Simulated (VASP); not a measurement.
# Rh in VASP: a series of runs

Rh is run at these levels: PBE; tasks: single point.

All numbers are computed with VASP 6.6.1; they aren't measurements. Logs are shortened: lines on timing, memory, paths and dates and some standing lists are left out, and cuts for length are marked.

## Step 1: The cell of the first run

The structure is hexagonal, space group P6_3/mmc (No. 194). Conventional cell: a = 2.587 Å, b = 2.587 Å, c = 4.195 Å, α = 90.00°, β = 90.00°, γ = 120.00°. Rh (site symmetry -6m2) has 12 Rh at 2.57 to 2.59 Å within 3.4 Å.

## Step 2: Single point, PBE

INCAR reads:

```
SYSTEM = Rh
PREC = Accurate
ENCUT = 520
EDIFF = 1E-6
ISMEAR = 0
SIGMA = 0.05
LREAL = .False.
LASPH = .True.
NELM = 80
ALGO = Fast
ISIF = 2
LWAVE = .False.
LCHARG = .False.
GGA = PE
NBANDS = 22
```

KPOINTS reads:

```
Automatic mesh
0
Gamma
  15 15 8
  0 0 0
```

POSCAR reads:

```
Rh
1.0
    2.5869697031      0.0000000000      0.0000000000
   -1.2934848515      2.2403814818      0.0000000000
    0.0000000000      0.0000000000      4.1949669684
Rh
2
Direct
    0.6666666700      0.3333333300      0.7500000000
    0.3333333300      0.6666666700      0.2500000000
```

Potentials or basis: VASP PAW PBE potentials, release 64 (Rh_pv).

Command:

```bash
cat potpaw_PBE.64/Rh_pv/POTCAR > POTCAR
mpirun -np 1 vasp_std > vasp.out
```

OUTCAR:

```text
SYSTEM = Rh
   PREC = Accurate
   ENCUT = 520
   EDIFF = 1E-6
   ISMEAR = 0
   LREAL = .False.
   LASPH = .True.
   NELM = 80
   ISIF = 2
   GGA = PE

 ion  position               nearest neighbor table
   1  0.667  0.333  0.750-   2 2.57   2 2.57   2 2.57   2 2.57   2 2.57   2 2.57
   2  0.333  0.667  0.250-   1 2.57   1 2.57   1 2.57   1 2.57   1 2.57   1 2.57

  LATTYP: Found a hexagonal cell.
 ALAT       =     2.5869697031
 C/A-ratio  =     1.6215756077

  Lattice vectors:

 A1 = (   2.5869697031,   0.0000000000,   0.0000000000)
 A2 = (  -1.2934848515,   2.2403814818,   0.0000000000)
 A3 = (   0.0000000000,   0.0000000000,   4.1949669684)

Analysis of symmetry for initial positions (statically):
=====================================================================
 Subroutine PRICEL returns:
 Original cell was already a primitive cell.

 Routine SETGRP: Setting up the symmetry group for a
 hexagonal supercell.

 Subroutine GETGRP returns: Found 24 space group operations
 (whereof 12 operations were pure point group operations)
 out of a pool of 24 trial point group operations.

The static configuration has the point symmetry D_3d.
 The point group associated with its full space group is D_6h.

Analysis of symmetry for dynamics (positions and initial velocities):
=====================================================================
 Subroutine PRICEL returns:
 Original cell was already a primitive cell.

 Routine SETGRP: Setting up the symmetry group for a
 hexagonal supercell.

 Subroutine GETGRP returns: Found 24 space group operations
 (whereof 12 operations were pure point group operations)
 out of a pool of 24 trial point group operations.

The dynamic configuration has the point symmetry D_3d.
 The point group associated with its full space group is D_6h.

 Subroutine INISYM returns: Found 24 space group operations
 (whereof 12 operations are pure point group operations),
 and found     1 'primitive' translations

----------------------------------------------------------------------------------------

                                     Primitive cell

  volume of cell :      24.3132

  direct lattice vectors                    reciprocal lattice vectors
     2.586969703  0.000000000  0.000000000     0.386552652  0.223176278  0.000000000
    -1.293484851  2.240381482  0.000000000     0.000000000  0.446352556  0.000000000
     0.000000000  0.000000000  4.194966968     0.000000000  0.000000000  0.238380900

  length of vectors
     2.586969703  2.586969703  4.194966968     0.446352556  0.446352556  0.238380900

  position of ions in fractional coordinates (direct lattice)
     0.666666670  0.333333330  0.750000000
     0.333333330  0.666666670  0.250000000

  ion indices of the primitive-cell ions
   primitive index   ion index
                 1           1
                 2           2

----------------------------------------------------------------------------------------

 KPOINTS: Automatic mesh

Automatic generation of k-mesh.
 Grid dimensions read from file:
 generate k-points for:   15   15    8

 Generating k-lattice:

  Cartesian coordinates                     Fractional coordinates (reciprocal lattice)
     0.025770177  0.014878419  0.000000000     0.066666667 -0.000000000  0.000000000
     0.000000000  0.029756837  0.000000000     0.000000000  0.066666667  0.000000000
     0.000000000  0.000000000  0.029797612     0.000000000  0.000000000  0.125000000

  Length of vectors
     0.029756837  0.029756837  0.029797612

  Shift w.r.t. Gamma in fractional coordinates (k-lattice)
     0.000000000  0.000000000  0.000000000

 Subroutine IBZKPT returns following result:
 ===========================================

 Found    135 irreducible k-points:

 Following reciprocal coordinates:
            Coordinates               Weight
  0.000000  0.000000  0.000000      1.000000
  0.066667  0.000000  0.000000      6.000000
  0.133333  0.000000  0.000000      6.000000
  0.200000 -0.000000  0.000000      6.000000
  0.266667  0.000000  0.000000      6.000000
  0.333333 -0.000000  0.000000      6.000000
[... 16 lines left out ...]
  0.333333  0.200000  0.000000     12.000000
  0.400000  0.200000  0.000000      6.000000
 [... further k-points ...]
   k-points           NKPTS =    135   k-points in BZ     NKDIM =    135   number of bands    NBANDS=     22
   number of dos      NEDOS =    301   number of ions     NIONS =      2
   total plane-waves  NPLWV =  12800
   dimension x,y,z NGX =    20 NGY =   20 NGZ =   32
   dimension x,y,z NGXF=    40 NGYF=   40 NGZF=   64
   ions per type =               2
   NGX,Y,Z   is equivalent  to a cutoff of  12.85, 12.85, 12.68 a.u.
   NGXF,Y,Z  is equivalent  to a cutoff of  25.71, 25.71, 25.36 a.u.
 SYSTEM =  Rh
   PREC   = accura    normal or accurate (medium, high low for compatibility)
   ISTART =      0    job   : 0-new  1-cont  2-samecut
   ICHARG =      2    charge: 1-file 2-atom 10-const
   ISPIN  =      1    spin polarized calculation?
   LNONCOLLINEAR =      F non collinear calculations
   LSORBIT =      F    spin-orbit coupling
   LASPH  =      T    aspherical Exc in radial PAW
   ENCUT  =  520.0 eV  38.22 Ry    6.18 a.u.   4.81  4.81  7.80*2*pi/ulx,y,z
   NELM   =     80;   NELMIN=  2; NELMDL= -5     # of ELM steps
   EDIFF  = 0.1E-05   stopping-criterion for ELM
   LREAL  =      F    real-space projection
   EDIFFG = 0.1E-04   stopping-criterion for IOM
   NSW    =      0    number of steps for IOM
   IBRION =     -1    ionic relax: 0-MD 1-quasi-New 2-CG
   NFREE  =      0    steps in history (QN), initial steepest desc. (CG)
   ISIF   =      2    stress and relaxation
   ISYM   =      2    0-nonsym 1-usesym 2-fastsym
   POTIM  = 0.5000    time-step for ionic-motion
   TEBEG  =    0.0;   TEEND  =   0.0 temperature during run
   PSTRESS=    0.0 pullay stress
   NELECT =      30.0000    total number of electrons
   NUPDOWN=      -1.0000    fix difference up-down
   EMIN   =  10.00;   EMAX   =-10.00  energy-range for DOS
   EFERMI =   0.00;   METHOD = LEGACY
   ISMEAR =     0;   SIGMA  =   0.05  broadening in eV -4-tet -1-fermi 0-gaus
   EFERMI_NEDOS =   21; number of points for ismear=-14 and -15
   IALGO  =     68    algorithm
   IMIX   =      4    mixing-type and parameters
     AMIX     =   0.40;   BMIX     =  1.00
     AMIX_MAG =   1.60;   BMIX_MAG =  1.00
  volume/ion in A,a.u.               =      12.16        82.04
  Fermi-wavevector in a.u.,A,eV,Ry     =   1.755906  3.318181 41.949569  3.083206
  Thomas-Fermi vector in A             =   2.825560
   LORBIT       =      0    0 simple, 1 ext, 2 COOP (PROOUT), +10 PAW based schemes
   GGA     = PE    functional components
   LHFCALC =     F    Hartree Fock is set to
   AEXX    =    0.0000 exact exchange contribution
   IVDW    =     0    specifies the selected vdW correction
   LEPSILON=     F    determine dielectric tensor
   LRPA    =     F    only Hartree local field effects (RPA)
 non-spin polarized calculation
 RMM-DIIS sequential band-by-band and
 Gauss-broadening in eV      SIGMA  =   0.05
  energy-cutoff  :      520.00
  volume of cell :       24.31
 maximum number of plane-waves:       672
 NGX is ok and might be reduce to    20
   NGX =  9   NGY =  9   NGZ = 15

 number of electron      30.0000002 magnetization

 Free energy of the ion-electron system (eV)
  ---------------------------------------------------
  ext. energy  EPLUGINS =         0.00000000
  ---------------------------------------------------
  free energy    TOTEN  =       -13.86309007 eV

  energy without entropy =      -13.85950053  energy(sigma->0) =      -13.86129530

 E-fermi :  14.4096     XC(G=0): -14.8405

 val. band max:       14.3986546733   @ k =   0.2667   0.0667   0.3750
 cond. band min:      14.4125153125   @ k =   0.2000   0.0667   0.3750
 fundamental gap:      0.0138606392
 Fermi energy:        14.4096331379

 k-point     1 :       0.0000    0.0000    0.0000
  band No.  band energies     occupation
      1     -33.4129      2.00000
      2     -32.4188      2.00000
      3     -32.4188      2.00000
      4     -32.2817      2.00000
      5     -32.2625      2.00000
      6     -32.2625      2.00000
[... 14 lines left out ...]
     21      32.5488      0.00000
     22      33.4248      0.00000

 k-point     2 :       0.0667    0.0000    0.0000
  band No.  band energies     occupation
      1     -33.3971      2.00000
      2     -32.4554      2.00000
      3     -32.4305      2.00000
      4     -32.3004      2.00000
      5     -32.2880      2.00000
      6     -32.2680      2.00000
[... 14 lines left out ...]
     21      32.7658      0.00000
     22      33.6779      0.00000

 k-point     3 :       0.1333    0.0000    0.0000
  band No.  band energies     occupation
      1     -33.3514      2.00000
      2     -32.5587      2.00000
      3     -32.4631      2.00000
      4     -32.4061      2.00000
      5     -32.3069      2.00000
      6     -32.2842      2.00000
[... 14 lines left out ...]
     21      33.2872      0.00000
     22      34.0846      0.00000

 k-point     4 :       0.2000   -0.0000    0.0000
  band No.  band energies     occupation
      1     -33.2798      2.00000
      2     -32.7108      2.00000
      3     -32.5582      2.00000
      4     -32.5096      2.00000
      5     -32.3389      2.00000
      6     -32.3093      2.00000
[... 14 lines left out ...]
     21      33.0072      0.00000
     22      34.2111      0.00000

 k-point     5 :       0.2667    0.0000    0.0000
  band No.  band energies     occupation
      1     -33.1891      2.00000
      2     -32.8852      2.00000
      3     -32.7278      2.00000
      4     -32.5614      2.00000
      5     -32.3839      2.00000
      6     -32.3392      2.00000
[... 417 lines left out ...]
 k-point    22 :       0.2667    0.2000    0.0000
  band No.  band energies     occupation
      1     -33.0717      2.00000
      2     -32.9879      2.00000
      3     -32.9686      2.00000
      4     -32.7143      2.00000
      5     -32.5419      2.00000
      6     -32.5174      2.00000
[... 14 lines left out ...]
     21      26.1418      0.00000
     22      30.7683      0.00000

 k-point    23 :       0.3333    0.2000    0.0000
  band No.  band energies     occupation
      1     -33.1450      2.00000
      2     -32.9974      2.00000
      3     -32.8831      2.00000
      4     -32.7912      2.00000
      5     -32.5829      2.00000
      6     -32.5809      2.00000
[... 14 lines left out ...]
     21      27.3179      0.00000
     22      30.3484      0.00000

 k-point    24 :       0.4000    0.2000    0.0000
  band No.  band energies     occupation
      1     -33.1705      2.00000
      2     -32.9942      2.00000
      3     -32.8417      2.00000
      4     -32.8257      2.00000
      5     -32.6144      2.00000
      6     -32.5970      2.00000
[... 14 lines left out ...]
     21      28.0510      0.00000
     22      30.0949      0.00000

 [... further k-points ...]
[... 5 lines left out ...]
  --------------------------------------------------------------------------------------
  -------------------------------------------------------------------------------------
  Total        8.4779291      8.4779291      8.1815151      0.0000000     -0.0000000     -0.0000000
  in kB      558.6740537    558.6740537    539.1411191      0.0000000     -0.0000000     -0.0000000
  external PRESSURE =     552.1630755 kB  Pullay stress =       0.0000000 kB

 VOLUME and BASIS-vectors are now :
 -----------------------------------------------------------------------------
  energy-cutoff  :      520.00
  volume of cell :       24.31
      direct lattice vectors                 reciprocal lattice vectors
     2.586969703  0.000000000  0.000000000     0.386552652  0.223176278  0.000000000
    -1.293484851  2.240381482  0.000000000     0.000000000  0.446352556  0.000000000
     0.000000000  0.000000000  4.194966968     0.000000000  0.000000000  0.238380900

 POSITION                                       TOTAL-FORCE (eV/Angst)
 -----------------------------------------------------------------------------------
      1.29348      0.74679      3.14623         0.000000     -0.000000      0.000000
     -0.00000      1.49359      1.04874        -0.000000      0.000000      0.000000
 -----------------------------------------------------------------------------------
    total drift:                               -0.000004      0.000003     -0.000000

  FREE ENERGIE OF THE ION-ELECTRON SYSTEM (eV)
  ---------------------------------------------------
  free  energy   TOTEN  =       -13.8630900738 eV

  energy  without entropy=      -13.8595005265  energy(sigma->0) =      -13.86129530
```

Run time: 37 s. Hardware: 1 thread of Intel Xeon Platinum 8488C (Sapphire Rapids), shared host; peak memory 0.17 GiB.

Results:

```
Free energy            : -13.8631 eV
Pressure               : 55.2 GPa
Band gap on the k mesh : zero (band 15 reaches 15.20 eV, above the bottom of band 16 at 12.37 eV)
```

Levels at points of the mesh, in eV from the Fermi level:
```tsv
k point	band 13	band 14	band 15	band 16	band 17	band 18
(0.00, 0.00, 0.00)	-3.04	-2.29	-2.29	0.17	0.17	0.60
(0.00, 0.00, 0.50)	-3.80	-3.80	-0.51	-0.51	-0.51	-0.51
```

## Step 3: Single point, PBE

This run uses another cell than the first one, of 14.30 Å³/atom, 1.176 times its volume.

INCAR reads:

```
  PREC = Accurate
  ENCUT = 520
  EDIFF = 1E-6
  ISMEAR = 0
  SIGMA = 0.05
  LREAL = False
  LASPH = True
  NELM = 100
  ALGO = Normal
  ISIF = 2
  LWAVE = False
  LCHARG = True
  GGA = PE
  LELF = True
  LVHAR = True
  NBANDS = 22
```

KPOINTS reads:

```
regular mesh
0
Gamma
  15 15 8
```

POSCAR reads:

```
Rh
1.0
    2.7309790422      0.0000000000      0.0000000000
   -1.3654895211      2.3650972278      0.0000000000
    0.0000000000      0.0000000000      4.4284890000
Rh
2
Direct
    0.6666666700      0.3333333300      0.7500000000
    0.3333333300      0.6666666700      0.2500000000
```

Potentials or basis: VASP PAW PBE potentials, release 64 (Rh_pv).

Command:

```bash
cat potpaw_PBE.64/Rh_pv/POTCAR > POTCAR
mpirun -np 1 vasp_std > vasp.out
```

OUTCAR:

```text
PREC = Accurate
   ENCUT = 520
   EDIFF = 1E-6
   ISMEAR = 0
   LREAL = False
   LASPH = True
   NELM = 100
   ISIF = 2
   GGA = PE

 ion  position               nearest neighbor table
   1  0.667  0.333  0.750-   2 2.72   2 2.72   2 2.72   2 2.72   2 2.72   2 2.72
   2  0.333  0.667  0.250-   1 2.72   1 2.72   1 2.72   1 2.72   1 2.72   1 2.72

  LATTYP: Found a hexagonal cell.
 ALAT       =     2.7309790422
 C/A-ratio  =     1.6215756077

  Lattice vectors:

 A1 = (   2.7309790422,   0.0000000000,   0.0000000000)
[... 189 lines left out ...]
      2     -35.1875      2.00000
      3     -35.1875      2.00000
      4     -35.1160      2.00000
      5     -35.0947      2.00000
      6     -35.0947      2.00000
[... 589 lines left out ...]
     21      23.2939      0.00000
     22      25.4883      0.00000

 [... further k-points ...]
[... 5 lines left out ...]
  --------------------------------------------------------------------------------------
  -------------------------------------------------------------------------------------
  Total       -0.5270120     -0.5270120     -0.8834965     -0.0000000      0.0000000     -0.0000000
  in kB      -29.5194417    -29.5194417    -49.4871521     -0.0000000      0.0000000     -0.0000000
  external PRESSURE =     -36.1753452 kB  Pullay stress =       0.0000000 kB

 VOLUME and BASIS-vectors are now :
 -----------------------------------------------------------------------------
  energy-cutoff  :      520.00
  volume of cell :       28.60
      direct lattice vectors                 reciprocal lattice vectors
     2.730979042  0.000000000  0.000000000     0.366169049  0.211407799  0.000000000
    -1.365489521  2.365097228  0.000000000     0.000000000  0.422815599  0.000000000
     0.000000000  0.000000000  4.428489000     0.000000000  0.000000000  0.225810655

 POSITION                                       TOTAL-FORCE (eV/Angst)
 -----------------------------------------------------------------------------------
      1.36549      0.78837      3.32137         0.000000     -0.000000      0.000000
     -0.00000      1.57673      1.10712        -0.000000      0.000000      0.000000
 -----------------------------------------------------------------------------------
    total drift:                               -0.000005      0.000003     -0.000000

  FREE ENERGIE OF THE ION-ELECTRON SYSTEM (eV)
  ---------------------------------------------------
  free  energy   TOTEN  =       -14.4366557226 eV

  energy  without entropy=      -14.4316470052  energy(sigma->0) =      -14.43415136
```

OSZICAR:

```text
N       E                     dE             d eps       ncg     rms          rms(c)
DAV:   1     0.326207976500E+03    0.32621E+03   -0.19081E+04  5972   0.158E+03
DAV:   2    -0.822966262831E+01   -0.33444E+03   -0.32272E+03  6174   0.472E+02
DAV:   3    -0.153740042135E+02   -0.71443E+01   -0.71057E+01  6894   0.775E+01
DAV:   4    -0.154221225776E+02   -0.48118E-01   -0.48113E-01  6732   0.642E+00
DAV:   5    -0.154228749218E+02   -0.75234E-03   -0.75234E-03  6990   0.830E-01    0.131E+01
DAV:   6    -0.144697914864E+02    0.95308E+00   -0.22763E+00  6510   0.160E+01    0.445E+00
DAV:   7    -0.144424681139E+02    0.27323E-01   -0.40373E-02  6816   0.176E+00    0.212E+00
DAV:   8    -0.144370269681E+02    0.54411E-02   -0.80166E-03  6258   0.101E+00    0.337E-01
DAV:   9    -0.144366468285E+02    0.38014E-03   -0.36520E-04  6996   0.224E-01    0.225E-02
DAV:  10    -0.144366562203E+02   -0.93917E-05   -0.76145E-06  6610   0.270E-02    0.572E-03
DAV:  11    -0.144366557226E+02    0.49764E-06   -0.66244E-07  4338   0.808E-03
   1 F= -.14436656E+02 E0= -.14434151E+02  d E =-.500872E-02
```

stdout:

```text
POSCAR found type information on POSCAR Rh
 POSCAR found :  1 types and       2 ions
 scaLAPACK will be used
 LDA part: xc-table for (Slater+PW92), standard interpolation
 POSCAR, INCAR and KPOINTS ok, starting setup
 FFT: planning ... GRIDC
 FFT: planning ... GRID_SOFT
 FFT: planning ... GRID
 WAVECAR not read
 entering main loop
```

Run time: 41 s. Hardware: 1 thread of Intel Xeon Platinum 8488C (Sapphire Rapids), shared host; peak memory 0.18 GiB.

What came out:

* Free energy: -14.4367 eV
* Pressure: -3.6 GPa
* Band gap on the k mesh: zero (band 15 reaches 11.85 eV, above the bottom of band 16 at 9.69 eV)

Levels at points of the mesh, in eV from the Fermi level:
```
           k point  band 12  band 13  band 14  band 15  band 16  band 17  band 18  band 19
(0.00, 0.00, 0.00)    -2.35    -2.35    -1.78    -1.78     0.13     0.13     0.76     8.22
(0.00, 0.00, 0.50)    -2.94    -2.94    -2.94    -0.41    -0.41    -0.41    -0.41    14.65
```

(Continued in part 2 of 2.)
